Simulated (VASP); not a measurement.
# TiN (Osbornite) (Fm-3m) in VASP: notebook, part 2 of 3

VASP 6.6.1. Earlier steps stand in the parts before.

### Step 3. Single point, PBEsol

Input file INCAR:

```
SYSTEM = TiN
PREC = Accurate
ENCUT = 600
EDIFF = 1E-6
ISMEAR = -1
SIGMA = 0.1
LREAL = .FALSE.
LASPH = .TRUE.
NELM = 120
ALGO = Normal
ISIF = 2
LWAVE = .FALSE.
LCHARG = .TRUE.
GGA = PS
LELF = .TRUE.
LVHAR = .TRUE.
NBANDS = 16
GGA_COMPAT = .FALSE.
```

Input file KPOINTS:

```
Automatic mesh
0
G
  6 6 6
  0 0 0
```

Input file POSCAR:

```
TiN
1.0
    0.0000000000      2.1190000000      2.1190000000
    2.1190000000      0.0000000000      2.1190000000
    2.1190000000      2.1190000000      0.0000000000
Ti N
1 1
Direct
    0.0000000000      0.0000000000      0.0000000000
    0.5000000000      0.5000000000      0.5000000000
```

Potentials or basis: VASP PAW PBE potentials, release 64 (Ti_sv, N).

The run is started by

```
> cat potpaw_PBE.64/Ti_sv/POTCAR potpaw_PBE.64/N/POTCAR > POTCAR
> mpirun -np 1 vasp_std > vasp.out
```

OUTCAR:

```text
SYSTEM = TiN
   PREC = Accurate
   ENCUT = 600
   EDIFF = 1E-6
   ISMEAR = -1
   LREAL = .FALSE.
   LASPH = .TRUE.
   NELM = 120
   ISIF = 2
   GGA = PS

 ion  position               nearest neighbor table
   1  0.000  0.000  0.000-   2 2.12   2 2.12   2 2.12   2 2.12   2 2.12   2 2.12
   2  0.500  0.500  0.500-   1 2.12   1 2.12   1 2.12   1 2.12   1 2.12   1 2.12

  LATTYP: Found a face centered cubic cell.
 ALAT       =     4.2380000000

  Lattice vectors:

 A1 = (   0.0000000000,   2.1190000000,   2.1190000000)
 A2 = (   2.1190000000,   0.0000000000,   2.1190000000)
 A3 = (   2.1190000000,   2.1190000000,   0.0000000000)

Analysis of symmetry for initial positions (statically):
=====================================================================
 Subroutine PRICEL returns:
 Original cell was already a primitive cell.

 Routine SETGRP: Setting up the symmetry group for a
 face centered cubic supercell.

 Subroutine GETGRP returns: Found 48 space group operations
 (whereof 48 operations were pure point group operations)
 out of a pool of 48 trial point group operations.

The static configuration has the point symmetry O_h .

Analysis of symmetry for dynamics (positions and initial velocities):
=====================================================================
 Subroutine PRICEL returns:
 Original cell was already a primitive cell.

 Routine SETGRP: Setting up the symmetry group for a
 face centered cubic supercell.

 Subroutine GETGRP returns: Found 48 space group operations
 (whereof 48 operations were pure point group operations)
 out of a pool of 48 trial point group operations.

The dynamic configuration has the point symmetry O_h .

 Subroutine INISYM returns: Found 48 space group operations
 (whereof 48 operations are pure point group operations),
 and found     1 'primitive' translations

----------------------------------------------------------------------------------------

                                     Primitive cell

  volume of cell :      19.0293

  direct lattice vectors                    reciprocal lattice vectors
     0.000000000  2.119000000  2.119000000    -0.235960359  0.235960359  0.235960359
     2.119000000  0.000000000  2.119000000     0.235960359 -0.235960359  0.235960359
     2.119000000  2.119000000  0.000000000     0.235960359  0.235960359 -0.235960359

  length of vectors
     2.996718539  2.996718539  2.996718539     0.408695330  0.408695330  0.408695330

  position of ions in fractional coordinates (direct lattice)
     0.000000000  0.000000000  0.000000000
     0.500000000  0.500000000  0.500000000

  ion indices of the primitive-cell ions
   primitive index   ion index
                 1           1
                 2           2

----------------------------------------------------------------------------------------

 KPOINTS: Automatic mesh

Automatic generation of k-mesh.
 Grid dimensions read from file:
 generate k-points for:    6    6    6

 Generating k-lattice:

  Cartesian coordinates                     Fractional coordinates (reciprocal lattice)
    -0.039326726  0.039326726  0.039326726     0.166666667  0.000000000  0.000000000
     0.039326726 -0.039326726  0.039326726     0.000000000  0.166666667  0.000000000
     0.039326726  0.039326726 -0.039326726     0.000000000  0.000000000  0.166666667

  Length of vectors
     0.068115888  0.068115888  0.068115888

  Shift w.r.t. Gamma in fractional coordinates (k-lattice)
     0.000000000  0.000000000  0.000000000

 Subroutine IBZKPT returns following result:
 ===========================================

 Found     16 irreducible k-points:

 Following reciprocal coordinates:
            Coordinates               Weight
  0.000000  0.000000  0.000000      1.000000
  0.166667  0.000000  0.000000      8.000000
  0.333333  0.000000  0.000000      8.000000
  0.500000  0.000000  0.000000      4.000000
  0.166667  0.166667  0.000000      6.000000
  0.333333  0.166667  0.000000     24.000000
[... 8 lines left out ...]
 -0.333333  0.333333  0.166667     24.000000
 -0.333333  0.500000  0.166667     12.000000
   k-points           NKPTS =     16   k-points in BZ     NKDIM =     16   number of bands    NBANDS=     16
   number of dos      NEDOS =    301   number of ions     NIONS =      2
   total plane-waves  NPLWV =  13824
   dimension x,y,z NGX =    24 NGY =   24 NGZ =   24
   dimension x,y,z NGXF=    48 NGYF=   48 NGZF=   48
   ions per type =               1   1
   NGX,Y,Z   is equivalent  to a cutoff of  13.31, 13.31, 13.31 a.u.
   NGXF,Y,Z  is equivalent  to a cutoff of  26.63, 26.63, 26.63 a.u.
 SYSTEM =  TiN
   PREC   = accura    normal or accurate (medium, high low for compatibility)
   ISTART =      0    job   : 0-new  1-cont  2-samecut
   ICHARG =      2    charge: 1-file 2-atom 10-const
   ISPIN  =      1    spin polarized calculation?
   LNONCOLLINEAR =      F non collinear calculations
   LSORBIT =      F    spin-orbit coupling
   LASPH  =      T    aspherical Exc in radial PAW
   ENCUT  =  600.0 eV  44.10 Ry    6.64 a.u.   5.99  5.99  5.99*2*pi/ulx,y,z
   NELM   =    120;   NELMIN=  2; NELMDL= -5     # of ELM steps
   EDIFF  = 0.1E-05   stopping-criterion for ELM
   LREAL  =      F    real-space projection
   EDIFFG = 0.1E-04   stopping-criterion for IOM
   NSW    =      0    number of steps for IOM
   IBRION =     -1    ionic relax: 0-MD 1-quasi-New 2-CG
   NFREE  =      0    steps in history (QN), initial steepest desc. (CG)
   ISIF   =      2    stress and relaxation
   ISYM   =      2    0-nonsym 1-usesym 2-fastsym
   POTIM  = 0.5000    time-step for ionic-motion
   TEBEG  =    0.0;   TEEND  =   0.0 temperature during run
   PSTRESS=    0.0 pullay stress
   NELECT =      17.0000    total number of electrons
   NUPDOWN=      -1.0000    fix difference up-down
   EMIN   =  10.00;   EMAX   =-10.00  energy-range for DOS
   EFERMI =   0.00;   METHOD = LEGACY
   ISMEAR =    -1;   SIGMA  =   0.10  broadening in eV -4-tet -1-fermi 0-gaus
   EFERMI_NEDOS =   21; number of points for ismear=-14 and -15
   IALGO  =     38    algorithm
   IMIX   =      4    mixing-type and parameters
     AMIX     =   0.40;   BMIX     =  1.00
     AMIX_MAG =   1.60;   BMIX_MAG =  1.00
  volume/ion in A,a.u.               =       9.51        64.21
  Fermi-wavevector in a.u.,A,eV,Ry     =   1.576704  2.979539 33.824024  2.485996
  Thomas-Fermi vector in A             =   2.677497
   LORBIT       =      0    0 simple, 1 ext, 2 COOP (PROOUT), +10 PAW based schemes
   GGA     = PS    functional components
   LHFCALC =     F    Hartree Fock is set to
   AEXX    =    0.0000 exact exchange contribution
   IVDW    =     0    specifies the selected vdW correction
   LEPSILON=     F    determine dielectric tensor
   LRPA    =     F    only Hartree local field effects (RPA)
 non-spin polarized calculation
  energy-cutoff  :      600.00
  volume of cell :       19.03
 maximum number of plane-waves:       650
   NGX = 11   NGY = 11   NGZ = 11

 number of electron      17.0000001 magnetization

 Free energy of the ion-electron system (eV)
  ---------------------------------------------------
  ext. energy  EPLUGINS =         0.00000000
  ---------------------------------------------------
  free energy    TOTEN  =       -20.79921191 eV

  energy without entropy =      -20.77056007  energy(sigma->0) =      -20.78488599

 E-fermi :  11.2931     XC(G=0): -13.2369

 val. band max:       11.2863997447   @ k =   0.1667   0.0000   0.0000
 cond. band min:      11.4898615327   @ k =  -0.1667   0.1667   0.0000
 fundamental gap:      0.2034617881
 Fermi energy:        11.2931206279

 k-point     1 :       0.0000    0.0000    0.0000
  band No.  band energies     occupation
      1     -46.2690      2.00000
      2     -22.3467      2.00000
      3     -22.3467      2.00000
      4     -22.3467      2.00000
      5      -5.7033      2.00000
      6       9.3341      2.00000
[... 8 lines left out ...]
     15      24.4087      0.00000
     16      31.0979      0.00000
[... 267 lines left out ...]
 k-point    16 :      -0.3333    0.5000    0.1667
  band No.  band energies     occupation
      1     -46.1357      2.00000
      2     -22.8134      2.00000
      3     -22.6438      2.00000
      4     -22.5744      2.00000
      5      -3.9239      2.00000
      6       5.6105      2.00000
[... 8 lines left out ...]
     15      23.4777      0.00000
     16      24.2090      0.00000

------------------------ aborting loop because EDIFF is reached ----------------------------------------

  FORCE on cell =-STRESS in cart. coord.  units (eV):
  Direction    XX          YY          ZZ          XY          YZ          ZX
  --------------------------------------------------------------------------------------
  -------------------------------------------------------------------------------------
  Total       -0.7859476     -0.7859476     -0.7859476     -0.0000000     -0.0000000     -0.0000000
  in kB      -66.1730714    -66.1730714    -66.1730714     -0.0000000     -0.0000000     -0.0000000
  external PRESSURE =     -66.1730714 kB  Pullay stress =       0.0000000 kB

 VOLUME and BASIS-vectors are now :
 -----------------------------------------------------------------------------
  energy-cutoff  :      600.00
  volume of cell :       19.03
      direct lattice vectors                 reciprocal lattice vectors
     0.000000000  2.119000000  2.119000000    -0.235960359  0.235960359  0.235960359
     2.119000000  0.000000000  2.119000000     0.235960359 -0.235960359  0.235960359
     2.119000000  2.119000000  0.000000000     0.235960359  0.235960359 -0.235960359

 POSITION                                       TOTAL-FORCE (eV/Angst)
 -----------------------------------------------------------------------------------
      0.00000      0.00000      0.00000         0.000000     -0.000000      0.000000
      2.11900      2.11900      2.11900         0.000000      0.000000      0.000000
 -----------------------------------------------------------------------------------
    total drift:                                0.000000     -0.000000     -0.000000

  FREE ENERGIE OF THE ION-ELECTRON SYSTEM (eV)
  ---------------------------------------------------
  free  energy   TOTEN  =       -20.7992119095 eV

  energy  without entropy=      -20.7705600732  energy(sigma->0) =      -20.78488599
```

OSZICAR:

```text
N       E                     dE             d eps       ncg     rms          rms(c)
DAV:   1     0.138952325138E+03    0.13895E+03   -0.89257E+03   512   0.139E+03
DAV:   2    -0.173149521719E+02   -0.15627E+03   -0.14549E+03   568   0.369E+02
DAV:   3    -0.255978378156E+02   -0.82829E+01   -0.82224E+01   648   0.869E+01
DAV:   4    -0.257944706804E+02   -0.19663E+00   -0.19639E+00   608   0.123E+01
DAV:   5    -0.257986466805E+02   -0.41760E-02   -0.41760E-02   624   0.156E+00    0.184E+01
DAV:   6    -0.211814355141E+02    0.46172E+01   -0.12417E+01   656   0.537E+01    0.680E+00
DAV:   7    -0.208517146712E+02    0.32972E+00   -0.14476E+00   608   0.156E+01    0.500E+00
DAV:   8    -0.211193765003E+02   -0.26766E+00   -0.12179E+00   696   0.164E+01    0.671E+00
DAV:   9    -0.208073882409E+02    0.31199E+00   -0.40789E-01   576   0.103E+01    0.143E+00
DAV:  10    -0.208016438781E+02    0.57444E-02   -0.46851E-02   608   0.242E+00    0.418E-01
DAV:  11    -0.207993746628E+02    0.22692E-02   -0.52095E-03   592   0.659E-01    0.208E-01
DAV:  12    -0.207992728566E+02    0.10181E-03   -0.39275E-04   608   0.207E-01    0.896E-02
DAV:  13    -0.207992186018E+02    0.54255E-04   -0.19733E-04   608   0.219E-01    0.192E-02
DAV:  14    -0.207992118350E+02    0.67668E-05   -0.13439E-05   656   0.488E-02    0.115E-02
DAV:  15    -0.207992119095E+02   -0.74476E-07   -0.27049E-06   536   0.154E-02
   1 F= -.20799212E+02 E0= -.20784886E+02  d E =-.286518E-01
```

stdout:

```text
POSCAR found type information on POSCAR TiN
 POSCAR found :  2 types and       2 ions
 scaLAPACK will be used
 -----------------------------------------------------------------------------
|                                                                             |
|                                                                             |
|     You enforced a specific xc type in the INCAR file but a different       |
|     I HOPE YOU KNOW WHAT YOU ARE DOING!                                     |
|                                                                             |
 -----------------------------------------------------------------------------

 LDA part: xc-table for (Slater+PW92), standard interpolation
 POSCAR, INCAR and KPOINTS ok, starting setup
 FFT: planning ... GRIDC
 FFT: planning ... GRID_SOFT
 FFT: planning ... GRID
 WAVECAR not read
 entering main loop
```

Run time: 6.3 s. Hardware: 1 thread of Intel Xeon Platinum 8559C (Emerald Rapids), shared host; peak memory 0.13 GiB.

What came out:

* Free energy: -20.7992 eV
* Pressure: -6.6 GPa

Caveat: the k points lie up to 0.43 Å⁻¹ apart; the PAW data sets were made with another functional, which shifts forces and pressure a little.

[end of part 2 of 3]
